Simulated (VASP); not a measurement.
# AlN (P6_3mc) in VASP: further runs, part 2 of 3

VASP 6.6.1. The steps go on from the part before.

### Step 3. Dielectric tensor, r2SCAN (strain +3.0%)

File INCAR:

```
PREC = Accurate
ENCUT = 520
EDIFF = 1E-8
ISMEAR = 0
SIGMA = 0.01
LREAL = F
LASPH = T
NELM = 60
ALGO = Normal
ISIF = 2
LWAVE = F
LCHARG = F
METAGGA = R2SCAN
LMIXTAU = T
LCALCEPS = T
```

File KPOINTS:

```
regular mesh
0
Gamma
  9 9 4
```

File POSCAR:

```
AlN
1.0
    3.1998945730      0.0000000000      0.0000000000
   -1.5999472865      2.7711899896      0.0000000000
    0.0000000000      0.0000000000      5.1279492985
Al N
2 2
Direct
    0.3333333333      0.6666666667     -0.0029868361
    0.6666666667      0.3333333333      0.4970131639
    0.3333333333      0.6666666667      0.3779868361
    0.6666666667      0.3333333333      0.8779868361
```

Potentials or basis: VASP PAW PBE potentials, release 64 (Al, N).

Started as:

```sh
> cat potpaw_PBE.64/Al/POTCAR potpaw_PBE.64/N/POTCAR > POTCAR
> mpirun -np 1 vasp_std > vasp.out
```

OUTCAR:

```text
PREC = Accurate
   ENCUT = 520
   EDIFF = 1E-8
   ISMEAR = 0
   LREAL = F
   LASPH = T
   NELM = 60
   ISIF = 2
   METAGGA = R2SCAN

 ion  position               nearest neighbor table
   1  0.333  0.667  0.997-   4 1.95   4 1.95   4 1.95   3 1.95   2 3.16   2 3.16   2 3.16   2 3.16
                             2 3.16   2 3.16
   2  0.667  0.333  0.497-   3 1.95   3 1.95   3 1.95   4 1.95   1 3.16   1 3.16   1 3.16   1 3.16
                             1 3.16   1 3.16
   3  0.333  0.667  0.378-   2 1.95   2 1.95   2 1.95   1 1.95
   4  0.667  0.333  0.878-   1 1.95   1 1.95   1 1.95   2 1.95

  LATTYP: Found a hexagonal cell.
 ALAT       =     3.1998945730
 C/A-ratio  =     1.6025369529

  Lattice vectors:

 A1 = (   3.1998945730,   0.0000000000,   0.0000000000)
 A2 = (  -1.5999472865,   2.7711899896,   0.0000000000)
 A3 = (   0.0000000000,   0.0000000000,   5.1279492985)

Analysis of symmetry for initial positions (statically):
=====================================================================
 Subroutine PRICEL returns:
 Original cell was already a primitive cell.

 Routine SETGRP: Setting up the symmetry group for a
 hexagonal supercell.

 Subroutine GETGRP returns: Found 12 space group operations
 (whereof  6 operations were pure point group operations)
 out of a pool of 24 trial point group operations.

The static configuration has the point symmetry C_3v.
 The point group associated with its full space group is C_6v.

Analysis of symmetry for dynamics (positions and initial velocities):
=====================================================================
 Subroutine PRICEL returns:
 Original cell was already a primitive cell.

 Routine SETGRP: Setting up the symmetry group for a
 hexagonal supercell.

 Subroutine GETGRP returns: Found 12 space group operations
 (whereof  6 operations were pure point group operations)
 out of a pool of 24 trial point group operations.

The dynamic configuration has the point symmetry C_3v.
 The point group associated with its full space group is C_6v.

 Subroutine INISYM returns: Found 12 space group operations
 (whereof  6 operations are pure point group operations),
 and found     1 'primitive' translations

----------------------------------------------------------------------------------------

                                     Primitive cell

  volume of cell :      45.4722

  direct lattice vectors                    reciprocal lattice vectors
     3.199894573  0.000000000  0.000000000     0.312510296  0.180427903  0.000000000
    -1.599947286  2.771189990  0.000000000     0.000000000  0.360855807  0.000000000
     0.000000000  0.000000000  5.127949298     0.000000000  0.000000000  0.195009728

  length of vectors
     3.199894573  3.199894573  5.127949298     0.360855807  0.360855807  0.195009728

  position of ions in fractional coordinates (direct lattice)
     0.333333333  0.666666667  0.997013164
     0.666666667  0.333333333  0.497013164
     0.333333333  0.666666667  0.377986836
     0.666666667  0.333333333  0.877986836

  ion indices of the primitive-cell ions
   primitive index   ion index
[... 106 lines left out ...]
   LRPA    =     F    only Hartree local field effects (RPA)
   LRPA       =     F
 non-spin polarized calculation
 Gauss-broadening in eV      SIGMA  =   0.01
  energy-cutoff  :      520.00
  volume of cell :       45.47
 maximum number of plane-waves:      1242
 NGX is ok and might be reduce to    24
   NGX = 11   NGY = 11   NGZ = 19

 Total electronic dipole moment: p[elc]=(    -0.00000     0.00000    -0.27643 ) |e| Angst

 number of electron      16.0000004 magnetization

 Free energy of the ion-electron system (eV)
  ---------------------------------------------------
  ext. energy  EPLUGINS =         0.00000000
  ---------------------------------------------------
  free energy    TOTEN  =       -38.24372689 eV

  energy without entropy =      -38.24372689  energy(sigma->0) =      -38.24372689

 E-fermi :   5.1371     XC(G=0): -11.0201

 val. band max:        5.0939949294   @ k =   0.0000   0.0000   0.0000
 cond. band min:   10000.0000000000   @ k =   0.0000   0.0000   0.0000
 fundamental gap:   9994.9060050706
 Fermi energy:         5.1371327167

 k-point     1 :       0.0000    0.0000    0.0000
  band No.  band energies     occupation
      1     -10.3583      2.00000
      2      -8.4978      2.00000
      3      -0.5774      2.00000
      4       4.2657      2.00000
      5       4.2657      2.00000
      6       4.9048      2.00000
      7       4.9048      2.00000
      8       5.0940      2.00000
      9   10000.0000      0.00000
     10   10000.0000      0.00000
     11   10000.0000      0.00000
     12   10000.0000      0.00000
[... 331 lines left out ...]
 k-point    24 :       0.3333    0.3333    0.2500
  band No.  band energies     occupation
      1      -8.1727      2.00000
      2      -8.1727      2.00000
      3       0.8345      2.00000
      4       0.8345      2.00000
      5       0.8384      2.00000
      6       2.3428      2.00000
      7       3.6713      2.00000
      8       3.6713      2.00000
      9   10000.0000      0.00000
     10   10000.0000      0.00000
     11   10000.0000      0.00000
     12   10000.0000      0.00000

 [... further k-points ...]

------------------------ aborting loop because EDIFF is reached ----------------------------------------

            Ionic dipole moment: p[ion]=(     0.00000     0.00000    14.16313 ) |e| Angst

 Total electronic dipole moment: p[elc]=(    -0.00000    -0.00000    -0.26775 ) |e| Angst

 MACROSCOPIC STATIC DIELECTRIC TENSOR (including local field effects)
 ------------------------------------------------------
           4.288995    -0.000000    -0.000000
          -0.000000     4.288995     0.000000
           0.000000    -0.000000     4.457039
 ------------------------------------------------------

 PIEZOELECTRIC TENSOR (including local field effects) (e Angst)
          XX          YY          ZZ          XY          YZ          ZX
  --------------------------------------------------------------------------------
  x     0.00000     0.00000     0.00000    -0.00000    -0.00000     0.97254
  y     0.00000     0.00000    -0.00000     0.00000     0.97254     0.00000
  z     0.80284     0.80284    -1.29881     0.00000     0.00000     0.00000

 PIEZOELECTRIC TENSOR (including local field effects) (C/m^2)
          XX          YY          ZZ          XY          YZ          ZX
  --------------------------------------------------------------------------------
  x     0.00000     0.00000     0.00000    -0.00000    -0.00000     0.34267
  y     0.00000     0.00000    -0.00000     0.00000     0.34267     0.00000
  z     0.28287     0.28287    -0.45763     0.00000     0.00000     0.00000

 BORN EFFECTIVE CHARGES (including local field effects) (in |e|, cummulative output)
 ---------------------------------------------------------------------------------
 ion    1
    1     2.51237     0.00000     0.00000
    2     0.00000     2.51237     0.00000
    3     0.00000    -0.00000     2.66419
 ion    2
    1     2.51237     0.00000     0.00000
    2     0.00000     2.51237     0.00000
    3     0.00000     0.00000     2.66419
 ion    3
    1    -2.51237     0.00000     0.00000
    2     0.00000    -2.51237     0.00000
    3    -0.00000    -0.00000    -2.66419
 ion    4
    1    -2.51237    -0.00000     0.00000
    2     0.00000    -2.51237     0.00000
    3     0.00000     0.00000    -2.66419

  FORCE on cell =-STRESS in cart. coord.  units (eV):
  Direction    XX          YY          ZZ          XY          YZ          ZX
  --------------------------------------------------------------------------------------
  -------------------------------------------------------------------------------------
  Total       -4.7074701     -4.7074701     -4.3366355      0.0000000      0.0000000     -0.0000000
  in kB     -165.8641224   -165.8641224   -152.7980506      0.0000000      0.0000000     -0.0000000
  external PRESSURE =    -161.5087651 kB  Pullay stress =       0.0000000 kB

 VOLUME and BASIS-vectors are now :
 -----------------------------------------------------------------------------
  energy-cutoff  :      520.00
  volume of cell :       45.47
      direct lattice vectors                 reciprocal lattice vectors
     3.199894573  0.000000000  0.000000000     0.312510296  0.180427903  0.000000000
    -1.599947286  2.771189990  0.000000000     0.000000000  0.360855807  0.000000000
     0.000000000  0.000000000  5.127949298     0.000000000  0.000000000  0.195009728

 POSITION                                       TOTAL-FORCE (eV/Angst)
 -----------------------------------------------------------------------------------
     -0.00000      1.84746      5.11263        -0.000000     -0.000000      0.000064
      1.59995      0.92373      2.54866         0.000000      0.000000      0.000064
     -0.00000      1.84746      1.93830        -0.000000      0.000000     -0.000064
      1.59995      0.92373      4.50227        -0.000000      0.000000     -0.000064
 -----------------------------------------------------------------------------------
    total drift:                                0.000000      0.000001     -0.003257

  FREE ENERGIE OF THE ION-ELECTRON SYSTEM (eV)
  ---------------------------------------------------
  free  energy   TOTEN  =       -38.2437268875 eV

  energy  without entropy=      -38.2437268875  energy(sigma->0) =      -38.24372689
```

OSZICAR:

```text
N       E                     dE             d eps       ncg     rms          rms(c)
DAV:   1     0.436335914910E+02    0.43634E+02   -0.77130E+03   864   0.122E+03
DAV:   2    -0.422428303029E+02   -0.85876E+02   -0.78279E+02  1312   0.223E+02
[... 13 lines left out ...]
DMP:  10    -0.382437267966E+02   -0.52888E-07   -0.55486E-07   900   0.100E-06   0.739E-07
DMP:  11    -0.382437268284E+02   -0.31836E-07   -0.25271E-07   900   0.515E-07   0.224E-07
DMP:  12    -0.382437268527E+02   -0.24330E-07   -0.14865E-07   900   0.313E-07   0.113E-07
DMP:  13    -0.382437268722E+02   -0.19494E-07   -0.86968E-08   900   0.163E-07   0.105E-07
DMP:  14    -0.382437268836E+02   -0.11352E-07   -0.40106E-08   900   0.716E-08   0.552E-08
DMP:  15    -0.382437268875E+02   -0.39418E-08   -0.16938E-08   900   0.351E-08   0.140E-08
   1 F= -.38243727E+02 E0= -.38243727E+02  d E =-.144288E-12
```

It took 20 min on 1 thread of Intel Xeon Platinum 8559C (Emerald Rapids), shared host; peak memory 0.46 GiB.

Results:

* Band gap on the k mesh: 4.13 eV
* Electronic dielectric tensor (diagonal): 4.29, 4.29, 4.46
* Born charges (mean of the diagonal): Al +2.56; N -2.56 e

Levels at points of the mesh, in eV from the valence-band top:
| k point | band 5 | band 6 | band 7 | band 8 | band 9 | band 10 | band 11 | band 12 |
| --- | --- | --- | --- | --- | --- | --- | --- | --- |
| (0.00, 0.00, 0.00) | -0.83 | -0.19 | -0.19 | 0.00 | 4.13 | 6.75 | 10.87 | 11.39 |
| (0.00, 0.00, 0.50) | -0.52 | -0.52 | -0.52 | -0.52 | 6.47 | 6.47 | 10.57 | 10.57 |

Electronic dielectric tensor:
```
4.29 0.00 0.00
0.00 4.29 0.00
0.00 0.00 4.46
```

Born effective charge tensors (e):
atom 1, Al
```
2.51 0.00 0.00
0.00 2.51 0.00
0.00 0.00 2.66
```
atom 2, Al
```
2.51 0.00 0.00
0.00 2.51 0.00
0.00 0.00 2.66
```
atom 3, N
```
-2.51  0.00  0.00
 0.00 -2.51  0.00
 0.00  0.00 -2.66
```
atom 4, N
```
-2.51  0.00  0.00
 0.00 -2.51  0.00
 0.00  0.00 -2.66
```

Dipole moments of the cell (e·Å, modulo the quantum): ionic 0.000, 0.000, 14.163; electronic 0.000, 0.000, -0.268

Caveat: the cell differs from its parent crystal (strain +3.0%); the PAW data sets were made with another functional, which shifts forces and pressure a little.

(Continued in part 3 of 3.)

The gap in the log of VASP goes by the Fermi energy; the results here count the filled bands.